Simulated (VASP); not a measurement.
# SrO (Fm-3m) in VASP: notebook

The runs below take SrO through single point, with r2SCAN.

Everything below comes from runs of VASP 6.6.1. Logs are shortened: lines on timing, memory, paths and dates and some standing lists are left out, and cuts for length are marked.

## (1) The cell of the first run

The structure is cubic, space group Fm-3m (No. 225). The conventional cell has a = 5.211 Å, b = 5.211 Å, c = 5.211 Å, α = 90.00°, β = 90.00°, γ = 90.00°. Sr (site symmetry m-3m) has 6 O at 2.61 Å within 3.4 Å. Within 3.4 Å of O (site symmetry m-3m) lie 6 Sr at 2.61 Å.

## (2) Single point, r2SCAN (volume changed by +3%)

Contents of POSCAR:

```
SrO
1.0
    0.0000000000      2.6054378709      2.6054378709
    2.6054378709      0.0000000000      2.6054378709
    2.6054378709      2.6054378709      0.0000000000
Sr O
1 1
Direct
    0.5000000000      0.5000000000      0.5000000000
    0.0000000000      0.0000000000      0.0000000000
```

Contents of INCAR.step1:

```
SYSTEM = SrO
PREC     = Accurate       ! precision mode
ENCUT    = 520            ! plane-wave cutoff, eV
ISMEAR   = 0              ! smearing method
SIGMA    = 0.01           ! smearing width, eV
LREAL    = .FALSE.        ! projectors in reciprocal space
LASPH    = .TRUE.         ! aspherical terms in the spheres
NELM     = 80             ! most SCF steps
NBANDS   = 15             ! bands
GGA      = PE             ! functional
ALGO     = Normal         ! electronic algorithm
EDIFF    = 1E-4           ! SCF threshold, eV
LWAVE    = .TRUE.         ! write WAVECAR
LCHARG   = .FALSE.        ! write CHGCAR
```

Contents of INCAR.step2:

```
SYSTEM = SrO
PREC     = Accurate       ! precision mode
ENCUT    = 520            ! plane-wave cutoff, eV
EDIFF    = 1E-6           ! SCF threshold, eV
ISMEAR   = 0              ! smearing method
SIGMA    = 0.01           ! smearing width, eV
LREAL    = .FALSE.        ! projectors in reciprocal space
LASPH    = .TRUE.         ! aspherical terms in the spheres
NELM     = 80             ! most SCF steps
ALGO     = Normal         ! electronic algorithm
ISIF     = 2              ! what is computed and relaxed
LWAVE    = .FALSE.        ! write WAVECAR
LCHARG   = .FALSE.        ! write CHGCAR
METAGGA  = R2SCAN         ! meta-GGA
LMIXTAU  = .TRUE.       
NBANDS   = 15             ! bands
ISTART   = 1
```

Contents of KPOINTS:

```
regular mesh
0
G
  8 8 8
  0 0 0
```

Potentials or basis: VASP PAW PBE potentials, release 64 (Sr_sv, O).

Run with:

```sh
$ cat potpaw_PBE.64/Sr_sv/POTCAR potpaw_PBE.64/O/POTCAR > POTCAR
$ cp INCAR.step1 INCAR
$ mpirun -np 1 vasp_std > vasp.out
$ cp INCAR.step2 INCAR
$ mpirun -np 1 vasp_std > vasp.out
```

OUTCAR:

```text
SYSTEM = SrO
   PREC = Accurate
   ENCUT = 520
   EDIFF = 1E-6
   ISMEAR = 0
   LREAL = .FALSE.
   LASPH = .TRUE.
   NELM = 80
   ISIF = 2
   METAGGA = R2SCAN
   ISTART = 1

 ion  position               nearest neighbor table
   1  0.500  0.500  0.500-   2 2.61   2 2.61   2 2.61   2 2.61   2 2.61   2 2.61
   2  0.000  0.000  0.000-   1 2.61   1 2.61   1 2.61   1 2.61   1 2.61   1 2.61

  LATTYP: Found a face centered cubic cell.
 ALAT       =     5.2108757418

  Lattice vectors:

 A1 = (   0.0000000000,   2.6054378709,   2.6054378709)
 A2 = (   2.6054378709,   0.0000000000,   2.6054378709)
 A3 = (   2.6054378709,   2.6054378709,   0.0000000000)

Analysis of symmetry for initial positions (statically):
=====================================================================
 Subroutine PRICEL returns:
 Original cell was already a primitive cell.

 Routine SETGRP: Setting up the symmetry group for a
 face centered cubic supercell.

 Subroutine GETGRP returns: Found 48 space group operations
 (whereof 48 operations were pure point group operations)
 out of a pool of 48 trial point group operations.

The static configuration has the point symmetry O_h .

Analysis of symmetry for dynamics (positions and initial velocities):
=====================================================================
 Subroutine PRICEL returns:
 Original cell was already a primitive cell.

 Routine SETGRP: Setting up the symmetry group for a
 face centered cubic supercell.

 Subroutine GETGRP returns: Found 48 space group operations
 (whereof 48 operations were pure point group operations)
 out of a pool of 48 trial point group operations.

The dynamic configuration has the point symmetry O_h .

 Subroutine INISYM returns: Found 48 space group operations
 (whereof 48 operations are pure point group operations),
 and found     1 'primitive' translations

----------------------------------------------------------------------------------------

                                     Primitive cell

  volume of cell :      35.3730

  direct lattice vectors                    reciprocal lattice vectors
     0.000000000  2.605437871  2.605437871    -0.191906322  0.191906322  0.191906322
     2.605437871  0.000000000  2.605437871     0.191906322 -0.191906322  0.191906322
     2.605437871  2.605437871  0.000000000     0.191906322  0.191906322 -0.191906322

  length of vectors
     3.684645573  3.684645573  3.684645573     0.332391501  0.332391501  0.332391501

  position of ions in fractional coordinates (direct lattice)
     0.500000000  0.500000000  0.500000000
     0.000000000  0.000000000  0.000000000

  ion indices of the primitive-cell ions
   primitive index   ion index
                 1           1
                 2           2

----------------------------------------------------------------------------------------

 KPOINTS: regular mesh

Automatic generation of k-mesh.
 Grid dimensions read from file:
 generate k-points for:    8    8    8

 Generating k-lattice:

  Cartesian coordinates                     Fractional coordinates (reciprocal lattice)
    -0.023988290  0.023988290  0.023988290     0.125000000  0.000000000  0.000000000
     0.023988290 -0.023988290  0.023988290     0.000000000  0.125000000  0.000000000
     0.023988290  0.023988290 -0.023988290     0.000000000  0.000000000  0.125000000

  Length of vectors
     0.041548938  0.041548938  0.041548938

  Shift w.r.t. Gamma in fractional coordinates (k-lattice)
     0.000000000  0.000000000  0.000000000

 Subroutine IBZKPT returns following result:
 ===========================================

 Found     29 irreducible k-points:

 Following reciprocal coordinates:
            Coordinates               Weight
  0.000000  0.000000  0.000000      1.000000
  0.125000  0.000000  0.000000      8.000000
  0.250000  0.000000  0.000000      8.000000
  0.375000  0.000000  0.000000      8.000000
  0.500000  0.000000  0.000000      4.000000
  0.125000  0.125000  0.000000      6.000000
[... 16 lines left out ...]
  0.500000  0.250000  0.125000     48.000000
 -0.375000  0.250000  0.125000     24.000000
 [... further k-points ...]
   k-points           NKPTS =     29   k-points in BZ     NKDIM =     29   number of bands    NBANDS=     15
   number of dos      NEDOS =    301   number of ions     NIONS =      2
   total plane-waves  NPLWV =  21952
   dimension x,y,z NGX =    28 NGY =   28 NGZ =   28
   dimension x,y,z NGXF=    56 NGYF=   56 NGZF=   56
   ions per type =               1   1
   NGX,Y,Z   is equivalent  to a cutoff of  12.63, 12.63, 12.63 a.u.
   NGXF,Y,Z  is equivalent  to a cutoff of  25.27, 25.27, 25.27 a.u.
 SYSTEM =  SrO
   PREC   = accura    normal or accurate (medium, high low for compatibility)
   ISTART =      1    job   : 0-new  1-cont  2-samecut
   ICHARG =      0    charge: 1-file 2-atom 10-const
   ISPIN  =      1    spin polarized calculation?
   LNONCOLLINEAR =      F non collinear calculations
   LSORBIT =      F    spin-orbit coupling
   LASPH  =      T    aspherical Exc in radial PAW
   ENCUT  =  520.0 eV  38.22 Ry    6.18 a.u.   6.85  6.85  6.85*2*pi/ulx,y,z
   NELM   =     80;   NELMIN=  2; NELMDL=  0     # of ELM steps
   EDIFF  = 0.1E-05   stopping-criterion for ELM
   LREAL  =      F    real-space projection
   EDIFFG = 0.1E-04   stopping-criterion for IOM
   NSW    =      0    number of steps for IOM
   IBRION =     -1    ionic relax: 0-MD 1-quasi-New 2-CG
   NFREE  =      0    steps in history (QN), initial steepest desc. (CG)
   ISIF   =      2    stress and relaxation
   ISYM   =      2    0-nonsym 1-usesym 2-fastsym
   POTIM  = 0.5000    time-step for ionic-motion
   TEBEG  =    0.0;   TEEND  =   0.0 temperature during run
   PSTRESS=    0.0 pullay stress
   NELECT =      16.0000    total number of electrons
   NUPDOWN=      -1.0000    fix difference up-down
   EMIN   =  10.00;   EMAX   =-10.00  energy-range for DOS
   EFERMI =   0.00;   METHOD = LEGACY
   ISMEAR =     0;   SIGMA  =   0.01  broadening in eV -4-tet -1-fermi 0-gaus
   EFERMI_NEDOS =   21; number of points for ismear=-14 and -15
   IALGO  =     38    algorithm
   IMIX   =      4    mixing-type and parameters
     AMIX     =   0.40;   BMIX     =  1.00
     AMIX_MAG =   1.60;   BMIX_MAG =  1.00
  volume/ion in A,a.u.               =      17.69       119.35
  Fermi-wavevector in a.u.,A,eV,Ry     =   1.256678  2.374778 21.486868  1.579240
  Thomas-Fermi vector in A             =   2.390375
   LORBIT       =      0    0 simple, 1 ext, 2 COOP (PROOUT), +10 PAW based schemes
   METAGGA = R2SCAN    functional components
   LHFCALC =     F    Hartree Fock is set to
   AEXX    =    0.0000 exact exchange contribution
   IVDW    =     0    specifies the selected vdW correction
   LEPSILON=     F    determine dielectric tensor
   LRPA    =     F    only Hartree local field effects (RPA)
 non-spin polarized calculation
 Gauss-broadening in eV      SIGMA  =   0.01
  energy-cutoff  :      520.00
  volume of cell :       35.37
 maximum number of plane-waves:       961
   NGX = 13   NGY = 13   NGZ = 13

 number of electron      16.0000001 magnetization

 Free energy of the ion-electron system (eV)
  ---------------------------------------------------
  ext. energy  EPLUGINS =         0.00000000
  ---------------------------------------------------
  free energy    TOTEN  =       -27.05114191 eV

  energy without entropy =      -27.05114191  energy(sigma->0) =      -27.05114191

 E-fermi :   1.2375     XC(G=0): -10.3819

 val. band max:        1.1610608300   @ k =   0.0000   0.0000   0.0000
 cond. band min:       4.9204904074   @ k =   0.5000   0.5000   0.0000
 fundamental gap:      3.7594295773
 Fermi energy:         1.2374624289

 k-point     1 :       0.0000    0.0000    0.0000
  band No.  band energies     occupation
      1     -32.4593      2.00000
      2     -14.8177      2.00000
      3     -13.5210      2.00000
      4     -13.5210      2.00000
      5     -13.5210      2.00000
      6       1.1611      2.00000
      7       1.1611      2.00000
      8       1.1611      2.00000
      9       5.5276      0.00000
     10       7.8453      0.00000
     11       7.8453      0.00000
     12       7.8453      0.00000
     13      10.0770      0.00000
     14      10.0770      0.00000
     15      14.2509      0.00000

 k-point     2 :       0.1250    0.0000    0.0000
  band No.  band energies     occupation
      1     -32.4425      2.00000
      2     -15.1030      2.00000
      3     -13.5315      2.00000
      4     -13.5315      2.00000
      5     -13.2781      2.00000
      6       0.7460      2.00000
      7       0.9815      2.00000
      8       0.9815      2.00000
      9       6.1966      0.00000
     10       7.6854      0.00000
     11       8.1435      0.00000
     12       8.1435      0.00000
     13      10.4635      0.00000
     14      10.4635      0.00000
     15      15.2295      0.00000

 k-point     3 :       0.2500    0.0000    0.0000
  band No.  band energies     occupation
      1     -32.4015      2.00000
      2     -15.5924      2.00000
      3     -13.5565      2.00000
      4     -13.5565      2.00000
      5     -12.8914      2.00000
      6      -0.0306      2.00000
      7       0.5892      2.00000
      8       0.5892      2.00000
      9       7.5473      0.00000
     10       7.7516      0.00000
     11       8.9519      0.00000
     12       8.9519      0.00000
     13      11.4381      0.00000
     14      11.4381      0.00000
     15      17.1544      0.00000
[... 343 lines left out ...]
 k-point    23 :       0.5000    0.2500    0.1250
  band No.  band energies     occupation
      1     -32.3390      2.00000
      2     -15.7548      2.00000
      3     -13.8341      2.00000
      4     -13.6718      2.00000
      5     -12.8664      2.00000
      6      -0.3006      2.00000
      7       0.2865      2.00000
      8       0.6536      2.00000
      9       7.1543      0.00000
     10       8.7127      0.00000
     11      10.4735      0.00000
     12      10.6306      0.00000
     13      12.6491      0.00000
     14      13.5537      0.00000
     15      15.9734      0.00000

 k-point    24 :      -0.3750    0.2500    0.1250
  band No.  band energies     occupation
      1     -32.3253      2.00000
      2     -15.8129      2.00000
      3     -13.8529      2.00000
      4     -13.7202      2.00000
      5     -12.8398      2.00000
      6      -0.3312      2.00000
      7       0.3417      2.00000
      8       0.4030      2.00000
      9       7.9258      0.00000
     10       8.2875      0.00000
     11      10.8416      0.00000
     12      11.0392      0.00000
     13      13.1468      0.00000
     14      14.4212      0.00000
     15      15.0493      0.00000

 [... further k-points ...]
[... 5 lines left out ...]
  --------------------------------------------------------------------------------------
  -------------------------------------------------------------------------------------
  Total       -0.4701227     -0.4701227     -0.4701227      0.0000000     -0.0000000      0.0000000
  in kB      -21.2936278    -21.2936278    -21.2936278      0.0000000     -0.0000000      0.0000000
  external PRESSURE =     -21.2936278 kB  Pullay stress =       0.0000000 kB

 VOLUME and BASIS-vectors are now :
 -----------------------------------------------------------------------------
  energy-cutoff  :      520.00
  volume of cell :       35.37
      direct lattice vectors                 reciprocal lattice vectors
     0.000000000  2.605437871  2.605437871    -0.191906322  0.191906322  0.191906322
     2.605437871  0.000000000  2.605437871     0.191906322 -0.191906322  0.191906322
     2.605437871  2.605437871  0.000000000     0.191906322  0.191906322 -0.191906322

 POSITION                                       TOTAL-FORCE (eV/Angst)
 -----------------------------------------------------------------------------------
      2.60544      2.60544      2.60544         0.000000      0.000000      0.000000
      0.00000      0.00000      0.00000        -0.000000     -0.000000     -0.000000
 -----------------------------------------------------------------------------------
    total drift:                                0.000000      0.000000      0.000000

  FREE ENERGIE OF THE ION-ELECTRON SYSTEM (eV)
  ---------------------------------------------------
  free  energy   TOTEN  =       -27.0511419123 eV

  energy  without entropy=      -27.0511419123  energy(sigma->0) =      -27.05114191
```

Wall time 1.8 min (1 thread of AMD EPYC 7R43 (Zen 3), shared host); peak memory 0.13 GiB.

Results:

* Free energy: -27.0511 eV
* Pressure: -2.1 GPa
* Band gap on the k mesh: 3.76 eV, indirect (least direct gap 3.87 eV)

Caveat: the PAW data sets were made with another functional, which shifts forces and pressure a little. A k mesh can miss the band edges.

## (3) Single point, r2SCAN (volume changed by +6%)

Contents of POSCAR:

```
SrO
1.0
    0.0000000000      2.6304916951      2.6304916951
    2.6304916951      0.0000000000      2.6304916951
    2.6304916951      2.6304916951      0.0000000000
Sr O
1 1
Direct
    0.5000000000      0.5000000000      0.5000000000
    0.0000000000      0.0000000000      0.0000000000
```

Contents of INCAR.step1:

```
SYSTEM = SrO
ALGO = Normal
EDIFF = 1E-4
ENCUT = 520
GGA = PE
ISMEAR = 0
LASPH = .True.
LCHARG = .False.
LREAL = .False.
LWAVE = .True.
NBANDS = 15
NELM = 80
PREC = Accurate
SIGMA = 0.01
```

Contents of INCAR.step2:

```
SYSTEM = SrO
ALGO = Normal
EDIFF = 1E-7
ENCUT = 520
ISIF = 2
ISMEAR = 0
ISTART = 1
LASPH = .True.
LCHARG = .True.
LELF = .True.
LMIXTAU = .True.
LREAL = .False.
LVHAR = .True.
LWAVE = .False.
METAGGA = R2SCAN
NBANDS = 15
NELM = 80
PREC = Accurate
SIGMA = 0.01
```

Contents of KPOINTS:

```
k-points
0
Gamma
  8 8 8
  0 0 0
```

Potentials or basis: VASP PAW PBE potentials, release 64 (Sr_sv, O).

Run with:

```sh
$ cat potpaw_PBE.64/Sr_sv/POTCAR potpaw_PBE.64/O/POTCAR > POTCAR
$ cp INCAR.step1 INCAR
$ mpirun -np 1 vasp_std > vasp.out
$ cp INCAR.step2 INCAR
$ mpirun -np 1 vasp_std > vasp.out
```

Run time: 2.1 min. Hardware: 1 thread of AMD EPYC 7R43 (Zen 3), shared host; peak memory 0.13 GiB.

The run converged. Its results:

| Quantity | Value |
| --- | --- |
| Free energy | -27.0308 eV |
| Pressure | -4.4 GPa |
| Band gap on the k mesh | 3.77 eV, indirect (least direct gap 3.89 eV) |

Levels at points of the mesh, in eV from the valence-band top:
```csv
k point,band 4,band 5,band 6,band 7,band 8,band 9,band 10,band 11,band 12,band 13
"(0.00, 0.00, 0.00)",-14.82,-14.82,0.00,0.00,0.00,4.16,6.61,6.61,6.61,8.78
"(0.50, 0.00, 0.00)",-14.88,-13.83,-1.99,-1.00,-1.00,6.81,8.52,9.08,9.08,12.02
"(0.50, 0.50, 0.00)",-15.11,-15.11,-0.53,-0.13,-0.13,3.77,8.00,10.46,10.49,11.16
```

Caveat: the PAW data sets were made with another functional, which shifts forces and pressure a little. A k mesh can miss the band edges.
